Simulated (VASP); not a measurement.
Here is a VASP 6.6.1 calculation.

The input POSCAR:

```
WC
1.0
    3.5059070000      0.6319880000      0.6818770000
   -0.1204590000      3.3590470000     -0.6256280000
    0.5713720000     -0.6950860000      3.8414900000
W C
2 2
Direct
    0.3200910000      0.0068390000      0.2328000000
    0.9262340000      0.3987580000      0.9758620000
    0.7039330000      0.1757020000      0.5300630000
    0.1016390000      0.6798860000      0.5796330000
```

INCAR.step1

```
SYSTEM = WC
  ALGO = Normal
  EDIFF = 1E-6
  ENCUT = 520
  GGA = PE
  ISIF = 2
  ISMEAR = -1
  ISPIN = 2
  LASPH = .TRUE.
  LCHARG = .TRUE.
  LMAXMIX = 4
  LREAL = .FALSE.
  LWAVE = .FALSE.
  MAGMOM = 1 1 0 0
  NBANDS = 30
  NELM = 150
  PREC = Accurate
  SIGMA = 0.1
```

Contents of KPOINTS.step1:

```
Automatic mesh
0
Gamma
  5 6 5
  0 0 0.5
```

Contents of INCAR.step2:

```
SYSTEM = WC
  ALGO = Normal
  EDIFF = 1E-6
  ENCUT = 520
  GGA = PE
  ICHARG = 11
  ISIF = 2
  ISMEAR = -5
  ISPIN = 2
  LASPH = .TRUE.
  LCHARG = .FALSE.
  LMAXMIX = 4
  LORBIT = 11
  LREAL = .FALSE.
  LWAVE = .FALSE.
  MAGMOM = 1 1 0 0
  NEDOS = 2001
  NELM = 150
  PREC = Accurate
  SIGMA = 0.1
```

Contents of KPOINTS.step2:

```
k-points
0
G
  8 9 8
  0 0 0
```

Potentials or basis: VASP PAW PBE potentials, release 64 (W_sv, C).

Launch:

```sh
$ cat potpaw_PBE.64/W_sv/POTCAR potpaw_PBE.64/C/POTCAR > POTCAR
$ cp INCAR.step1 INCAR
$ cp KPOINTS.step1 KPOINTS
$ mpirun -np 1 vasp_std > vasp.out
$ cp INCAR.step2 INCAR
$ cp KPOINTS.step2 KPOINTS
$ mpirun -np 1 vasp_std > vasp.out
```

**Question.** Estimate the net moment.

**Answer.** 0.00 μB per cell.

Caveat: the k points lie up to 0.37 Å⁻¹ apart.
